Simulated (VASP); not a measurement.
# TiO2 (I4_1/amd) in VASP: further runs

TiO2 is run at these levels: PBE; tasks: relaxation of cell and atoms.

Everything below comes from runs of VASP 6.6.1. Logs are shortened: lines on timing, memory, paths and dates and some standing lists are left out, and cuts for length are marked.

## 1. The cell of the first run

Symmetry: I4_1/amd, No. 141, tetragonal system. Conventional cell: a = 3.784 Å, b = 3.784 Å, c = 9.515 Å, α = 90.00°, β = 90.00°, γ = 90.00°. Within 2.6 Å of Ti (site symmetry -4m2) lie 6 O at 1.93 to 1.98 Å. O (site symmetry 2mm) has 3 Ti at 1.93 to 1.98 Å and 2 O at 2.47 Å within 2.6 Å.

## 2. Relaxation of cell and atoms, PBE, target pressure 2 GPa, at which the enthalpy is minimised

The input, INCAR:

```
SYSTEM = TiO2
ALGO = Normal ; EDIFF = 1E-6
EDIFFG = -0.01 ; ENCUT = 600
GGA = PE ; IBRION = 2
ISIF = 3 ; ISMEAR = 0
LASPH = .TRUE. ; LCHARG = .FALSE.
LREAL = .FALSE. ; LWAVE = .FALSE.
NELM = 100 ; NSW = 80
PREC = Accurate ; PSTRESS = 20.0
SIGMA = 0.01
```

The input, KPOINTS:

```
k-points
0
G
  6 6 6
  0 0 0
```

The input, POSCAR:

```
TiO2
1.0
   -1.8921000000      1.8921000000      4.7573000000
    1.8921000000     -1.8921000000      4.7573000000
    1.8921000000      1.8921000000     -4.7573000000
Ti O
2 4
Direct
    0.0000000000      0.0000000000      0.0000000000
    0.7500000000      0.2500000000      0.5000000000
    0.2081000000      0.2081000000      0.0000000000
    0.9581000000      0.4581000000      0.5000000000
    0.5419000000      0.0419000000      0.5000000000
    0.7919000000      0.7919000000      0.0000000000
```

Potentials or basis: VASP PAW PBE potentials, release 64 (Ti_sv, O).

The run is started by

```console
cat potpaw_PBE.64/Ti_sv/POTCAR potpaw_PBE.64/O/POTCAR > POTCAR
mpirun -np 1 vasp_std > vasp.out
```

OUTCAR:

```text
SYSTEM = TiO2
   EDIFF = 1E-6
   EDIFFG = -0.01
   ENCUT = 600
   GGA = PE
   IBRION = 2
   ISIF = 3
   ISMEAR = 0
   LASPH = .TRUE.
   LREAL = .FALSE.
   NELM = 100
   NSW = 80
   PREC = Accurate
   PSTRESS = 20.0

 ion  position               nearest neighbor table
   1  0.000  0.000  0.000-   5 1.93   4 1.93   5 1.93   4 1.93   3 1.98   6 1.98
   2  0.750  0.250  0.500-   6 1.93   3 1.93   6 1.93   3 1.93   4 1.98   5 1.98
   3  0.208  0.208  0.000-   2 1.93   2 1.93   1 1.98
   4  0.958  0.458  0.500-   1 1.93   1 1.93   2 1.98
   5  0.542  0.042  0.500-   1 1.93   1 1.93   2 1.98
   6  0.792  0.792  0.000-   2 1.93   2 1.93   1 1.98

  LATTYP: Found a body centered tetragonal cell.
 ALAT       =     3.7842000000
 C/A-ratio  =     2.5142962846

  Lattice vectors:

 A1 = (  -1.8921000000,   1.8921000000,   4.7573000000)
 A2 = (   1.8921000000,  -1.8921000000,   4.7573000000)
 A3 = (   1.8921000000,   1.8921000000,  -4.7573000000)

Analysis of symmetry for initial positions (statically):
=====================================================================
 Subroutine PRICEL returns:
 Original cell was already a primitive cell.

 Routine SETGRP: Setting up the symmetry group for a
 body centered tetragonal supercell.

 Subroutine GETGRP returns: Found 16 space group operations
 (whereof  8 operations were pure point group operations)
 out of a pool of 16 trial point group operations.

The static configuration has the point symmetry D_2d.
 The point group associated with its full space group is D_4h.

Analysis of symmetry for dynamics (positions and initial velocities):
=====================================================================
 Subroutine PRICEL returns:
 Original cell was already a primitive cell.

 Routine SETGRP: Setting up the symmetry group for a
 body centered tetragonal supercell.

 Subroutine GETGRP returns: Found 16 space group operations
 (whereof  8 operations were pure point group operations)
 out of a pool of 16 trial point group operations.

The dynamic configuration has the point symmetry D_2d.
 The point group associated with its full space group is D_4h.

 Subroutine INISYM returns: Found 16 space group operations
 (whereof  8 operations are pure point group operations),
 and found     1 'primitive' translations

----------------------------------------------------------------------------------------

                                     Primitive cell

  volume of cell :      68.1253

  direct lattice vectors                    reciprocal lattice vectors
    -1.892100000  1.892100000  4.757300000     0.000000000  0.264256646  0.105101633
     1.892100000 -1.892100000  4.757300000     0.264256646  0.000000000  0.105101633
     1.892100000  1.892100000 -4.757300000     0.264256646  0.264256646  0.000000000

  length of vectors
     5.458203744  5.458203744  5.458203744     0.284390450  0.284390450  0.373715333

  position of ions in fractional coordinates (direct lattice)
     0.000000000  0.000000000  0.000000000
     0.750000000  0.250000000  0.500000000
     0.208100000  0.208100000  0.000000000
     0.958100000  0.458100000  0.500000000
     0.541900000  0.041900000  0.500000000
     0.791900000  0.791900000  0.000000000

  ion indices of the primitive-cell ions
   primitive index   ion index
                 1           1
                 2           2
                 3           3
                 4           4
                 5           5
                 6           6

----------------------------------------------------------------------------------------

 KPOINTS: k-points

Automatic generation of k-mesh.
 Grid dimensions read from file:
 generate k-points for:    6    6    6

 Generating k-lattice:

  Cartesian coordinates                     Fractional coordinates (reciprocal lattice)
     0.000000000  0.044042774  0.017516939     0.166666667  0.000000000 -0.000000000
     0.044042774  0.000000000  0.017516939     0.000000000  0.166666667 -0.000000000
     0.044042774  0.044042774  0.000000000     0.000000000  0.000000000  0.166666667

  Length of vectors
     0.047398408  0.047398408  0.062285889

  Shift w.r.t. Gamma in fractional coordinates (k-lattice)
     0.000000000  0.000000000  0.000000000

 Subroutine IBZKPT returns following result:
 ===========================================

 Found     30 irreducible k-points:

 Following reciprocal coordinates:
            Coordinates               Weight
  0.000000  0.000000  0.000000      1.000000
  0.166667 -0.000000  0.000000      8.000000
  0.333333  0.000000  0.000000      8.000000
  0.500000  0.000000  0.000000      4.000000
  0.166667  0.166667  0.000000      8.000000
  0.333333  0.166667 -0.000000     16.000000
[... 16 lines left out ...]
 -0.333333 -0.333333  0.166667      8.000000
 -0.166667 -0.333333  0.166667      8.000000
 [... further k-points ...]
   k-points           NKPTS =     30   k-points in BZ     NKDIM =     30   number of bands    NBANDS=     28
   number of dos      NEDOS =    301   number of ions     NIONS =      6
   total plane-waves  NPLWV = 110592
   dimension x,y,z NGX =    48 NGY =   48 NGZ =   48
   dimension x,y,z NGXF=    96 NGYF=   96 NGZF=   96
   ions per type =               2   4
   NGX,Y,Z   is equivalent  to a cutoff of  14.62, 14.62, 14.62 a.u.
   NGXF,Y,Z  is equivalent  to a cutoff of  29.24, 29.24, 29.24 a.u.
 SYSTEM =  TiO2
   PREC   = accura    normal or accurate (medium, high low for compatibility)
   ISTART =      0    job   : 0-new  1-cont  2-samecut
   ICHARG =      2    charge: 1-file 2-atom 10-const
   ISPIN  =      1    spin polarized calculation?
   LNONCOLLINEAR =      F non collinear calculations
   LSORBIT =      F    spin-orbit coupling
   LASPH  =      T    aspherical Exc in radial PAW
   ENCUT  =  600.0 eV  44.10 Ry    6.64 a.u.  10.90 10.90 10.90*2*pi/ulx,y,z
   NELM   =    100;   NELMIN=  2; NELMDL= -5     # of ELM steps
   EDIFF  = 0.1E-05   stopping-criterion for ELM
   LREAL  =      F    real-space projection
   EDIFFG = -.1E-01   stopping-criterion for IOM
   NSW    =     80    number of steps for IOM
   IBRION =      2    ionic relax: 0-MD 1-quasi-New 2-CG
   NFREE  =      1    steps in history (QN), initial steepest desc. (CG)
   ISIF   =      3    stress and relaxation
   ISYM   =      2    0-nonsym 1-usesym 2-fastsym
   POTIM  = 0.5000    time-step for ionic-motion
   TEBEG  =    0.0;   TEEND  =   0.0 temperature during run
   PSTRESS=   20.0 pullay stress
   NELECT =      48.0000    total number of electrons
   NUPDOWN=      -1.0000    fix difference up-down
   EMIN   =  10.00;   EMAX   =-10.00  energy-range for DOS
   EFERMI =   0.00;   METHOD = LEGACY
   ISMEAR =     0;   SIGMA  =   0.01  broadening in eV -4-tet -1-fermi 0-gaus
   EFERMI_NEDOS =   21; number of points for ismear=-14 and -15
   IALGO  =     38    algorithm
   IMIX   =      4    mixing-type and parameters
     AMIX     =   0.40;   BMIX     =  1.00
     AMIX_MAG =   1.60;   BMIX_MAG =  1.00
  volume/ion in A,a.u.               =      11.35        76.62
  Fermi-wavevector in a.u.,A,eV,Ry     =   1.456752  2.752862 28.873289  2.122127
  Thomas-Fermi vector in A             =   2.573634
   LORBIT       =      0    0 simple, 1 ext, 2 COOP (PROOUT), +10 PAW based schemes
   GGA     = PE    functional components
   LHFCALC =     F    Hartree Fock is set to
   AEXX    =    0.0000 exact exchange contribution
   IVDW    =     0    specifies the selected vdW correction
   LEPSILON=     F    determine dielectric tensor
   LRPA    =     F    only Hartree local field effects (RPA)
 conjugate gradient relaxation of ions
 non-spin polarized calculation
 Gauss-broadening in eV      SIGMA  =   0.01
  energy-cutoff  :      600.00
  volume of cell :       68.13
 maximum number of plane-waves:      2299
 NGX is ok and might be reduce to    48
   NGX = 21   NGY = 21   NGZ = 21

--------------------------------------- Ionic step        1  -------------------------------------------

 number of electron      47.9999997 magnetization

 Free energy of the ion-electron system (eV)
  ---------------------------------------------------
  ext. energy  EPLUGINS =         0.00000000
  ---------------------------------------------------
  free energy    TOTEN  =       -53.83488304 eV

  energy without entropy =      -53.83488304  energy(sigma->0) =      -53.83488304

------------------------ aborting loop because EDIFF is reached ----------------------------------------

  FORCE on cell =-STRESS in cart. coord.  units (eV):
  Direction    XX          YY          ZZ          XY          YZ          ZX
  --------------------------------------------------------------------------------------
  -------------------------------------------------------------------------------------
  Total        2.2202901      2.2202901      2.8086078      0.0000000     -0.0000000      0.0000000
  in kB       52.2169629     52.2169629     66.0530667      0.0000000     -0.0000000      0.0000000
  external PRESSURE =      36.8289975 kB  Pullay stress =      20.0000000 kB
[... 321 lines left out ...]
  enthalpy is  TOTEN    =       -52.9983227465 eV   P V=        0.8656931835

--------------------------------------- Ionic step        9  -------------------------------------------

 number of electron      47.9999999 magnetization

 Free energy of the ion-electron system (eV)
  ---------------------------------------------------
  ext. energy  EPLUGINS =         0.00000000
  ---------------------------------------------------
  free energy    TOTEN  =       -53.86426771 eV

  energy without entropy =      -53.86426771  energy(sigma->0) =      -53.86426771

 E-fermi :   3.3889     XC(G=0): -10.6422

 val. band max:        3.1939460139   @ k =   0.5000   0.5000   0.0000
 cond. band min:       5.3328878302   @ k =   0.0000   0.0000   0.0000
 fundamental gap:      2.1389418162
 Fermi energy:         3.3889319475

 k-point     1 :       0.0000    0.0000    0.0000
  band No.  band energies     occupation
      1     -53.2124      2.00000
      2     -53.1583      2.00000
      3     -29.6518      2.00000
      4     -29.4279      2.00000
      5     -29.4279      2.00000
      6     -29.3632      2.00000
[... 733 lines left out ...]
     27       6.6619      0.00000
     28       6.7993      0.00000

 [... further k-points ...]

------------------------ aborting loop because EDIFF is reached ----------------------------------------

  FORCE on cell =-STRESS in cart. coord.  units (eV):
  Direction    XX          YY          ZZ          XY          YZ          ZX
  --------------------------------------------------------------------------------------
  -------------------------------------------------------------------------------------
  Total        0.8502811      0.8502811      0.8796699      0.0000000      0.0000000      0.0000000
  in kB       19.6410585     19.6410585     20.3199235      0.0000000      0.0000000      0.0000000
  external PRESSURE =      -0.1326532 kB  Pullay stress =      20.0000000 kB
[... 21 lines left out ...]
  FREE ENERGIE OF THE ION-ELECTRON SYSTEM (eV)
  ---------------------------------------------------
  free  energy   TOTEN  =       -53.8642677059 eV

  energy  without entropy=      -53.8642677059  energy(sigma->0) =      -53.86426771

  enthalpy is  TOTEN    =       -52.9984476228 eV   P V=        0.8658200831

 reached required accuracy - stopping structural energy minimisation
```

Wall time 8.5 min (1 thread of Intel Xeon Platinum 8559C (Emerald Rapids), shared host); peak memory 0.35 GiB.

What came out:

```yaml
Free_energy: -53.8643 eV
Relaxed_volume: 11.56 Å³/atom
Relaxed_cell: a = 5.514 Å, b = 5.514 Å, c = 5.514 Å, α = 139.74°, β = 139.74°, γ = 58.24°
Space_group_after_relaxing_to_0.1_Å: I4_1/amd (No. 141)
Energy_change_on_relaxing_the_run_minimises_the_enthalpy: -4.9 meV/atom
Ionic_steps: 9
Pressure_after_relaxing: 2.0 GPa
Band_gap_on_the_k_mesh: 2.14 eV (least direct gap 2.43 eV)
```

Forces on the atoms (eV/Å):
```
Ti   0.000  0.000  0.000
Ti   0.000  0.000  0.000
O    0.000  0.000  0.003
O    0.000  0.000  0.003
O    0.000  0.000 -0.003
O    0.000  0.000 -0.003
```

Step by step:
| step | energy change (eV) | largest force (eV/Å) | pressure (GPa) | volume (Å³) |
| --- | --- | --- | --- | --- |
| 1 | 0.0000 | 0.1221 | 5.68 | 68.13 |
| 2 | -0.0214 | 0.2243 | -2.58 | 70.73 |
| 3 | -0.0266 | 0.0330 | 2.00 | 69.21 |
| 4 | -0.0263 | 0.0299 | 2.06 | 69.19 |
| 5 | -0.0268 | 0.0222 | 2.07 | 69.21 |
| 6 | -0.0282 | 0.0005 | 2.06 | 69.28 |
| 7 | -0.0299 | 0.0467 | 1.99 | 69.43 |
| 8 | -0.0291 | 0.0212 | 1.97 | 69.35 |
| 9 | -0.0294 | 0.0026 | 1.99 | 69.36 |

Final structure:
```
Ti O
1.0
    -1.89734    1.89734    4.81677
     1.89734   -1.89734    4.81677
     1.89734    1.89734   -4.81677
Ti O
2 4
Cartesian
  0.0000 0.0000 0.0000
  0.0000 1.8973 2.4084
  0.0000 0.0000 1.9979
  0.0000 1.8973 4.4063
  0.0000 1.8973 0.4105
  1.8973 1.8973 2.8189
```

Levels at points of the mesh, in eV from the valence-band top:
```
           k point  band 20  band 21  band 22  band 23  band 24  band 25  band 26  band 27  band 28
(0.00, 0.00, 0.00)    -0.75    -0.75    -0.74    -0.40    -0.40     2.14     2.83     3.98     3.98
(0.50, 0.00, 0.00)    -1.88    -1.87    -0.87    -0.82    -0.60     3.23     3.52     3.55     3.60
(0.50, 0.50, 0.00)    -2.56    -1.98    -1.98     0.00     0.00     3.29     3.29     3.76     3.76
(0.50, 0.50, 0.50)    -1.30    -1.21    -1.21    -0.07    -0.07     2.47     2.47     3.74     3.74
```

Caveat: the cell is relaxed towards a set pressure, so the run minimises the enthalpy, not the energy.

## 3. Relaxation of cell and atoms, PBE, target pressure 4 GPa, at which the enthalpy is minimised

The input, INCAR:

```
ALGO = Normal
EDIFF = 1E-6
EDIFFG = -0.01
ENCUT = 600
GGA = PE
IBRION = 2
ISIF = 3
ISMEAR = 0
LASPH = True
LCHARG = False
LREAL = False
LWAVE = False
NELM = 100
NSW = 80
PREC = Accurate
PSTRESS = 40.0
SIGMA = 0.01
```

The input, KPOINTS:

```
k-points
0
Gamma
  6 6 6
```

POSCAR is that of step 2.

Potentials or basis: VASP PAW PBE potentials, release 64 (Ti_sv, O).

The run is started by

```console
cat potpaw_PBE.64/Ti_sv/POTCAR potpaw_PBE.64/O/POTCAR > POTCAR
mpirun -np 1 vasp_std > vasp.out
```

It took 4.9 min on 1 thread of Intel Xeon Platinum 8559C (Emerald Rapids), shared host; peak memory 0.36 GiB.

The run converged. Its results:

```yaml
Free_energy: -53.8492 eV
Relaxed_volume: 11.43 Å³/atom
Relaxed_cell: a = 5.477 Å, b = 5.477 Å, c = 5.477 Å, α = 139.53°, β = 139.53°, γ = 58.56°
Space_group_after_relaxing_to_0.1_Å: I4_1/amd (No. 141)
Energy_change_on_relaxing_the_run_minimises_the_enthalpy: -2.4 meV/atom
Ionic_steps: 4
Pressure_after_relaxing: 4.0 GPa
Largest_force_after_relaxing: 0.004 eV/Å
Band_gap_on_the_k_mesh: 2.12 eV (least direct gap 2.44 eV)
```

Forces on the atoms (eV/Å):
```
Ti   0.000  0.000  0.000
Ti   0.000  0.000  0.000
O    0.000  0.000 -0.004
O    0.000  0.000 -0.004
O    0.000  0.000  0.004
O    0.000  0.000  0.004
```

Step by step:
| step | energy change (eV) | largest force (eV/Å) | pressure (GPa) | volume (Å³) |
| --- | --- | --- | --- | --- |
| 1 | 0.0000 | 0.1221 | 5.68 | 68.13 |
| 2 | -0.0264 | 0.1219 | 1.54 | 69.31 |
| 3 | -0.0157 | 0.0163 | 3.88 | 68.62 |
| 4 | -0.0143 | 0.0037 | 3.99 | 68.56 |

Final structure:
```
CELL_PARAMETERS angstrom
-1.89412 1.89412 4.77717
1.89412 -1.89412 4.77717
1.89412 1.89412 -4.77717
ATOMIC_POSITIONS crystal
Ti 0.00000 0.00000 0.00000
Ti 0.75000 0.25000 0.50000
O 0.20844 0.20844 0.00000
O 0.95844 0.45844 0.50000
O 0.54156 0.04156 0.50000
O 0.79156 0.79156 0.00000
```

Levels at points of the mesh, in eV from the valence-band top:
```tsv
k point	band 21	band 22	band 23	band 24	band 25	band 26	band 27	band 28
(0.00, 0.00, 0.00)	-0.75	-0.75	-0.44	-0.44	2.12	2.84	3.96	3.96
(0.50, 0.00, 0.00)	-1.92	-0.92	-0.83	-0.62	3.24	3.54	3.55	3.65
(0.50, 0.50, 0.00)	-2.04	-2.04	0.00	0.00	3.33	3.33	3.80	3.80
(0.50, 0.50, 0.50)	-1.25	-1.25	-0.10	-0.10	2.47	2.47	3.75	3.75
```

Caveat: the cell is relaxed towards a set pressure, so the run minimises the enthalpy, not the energy.
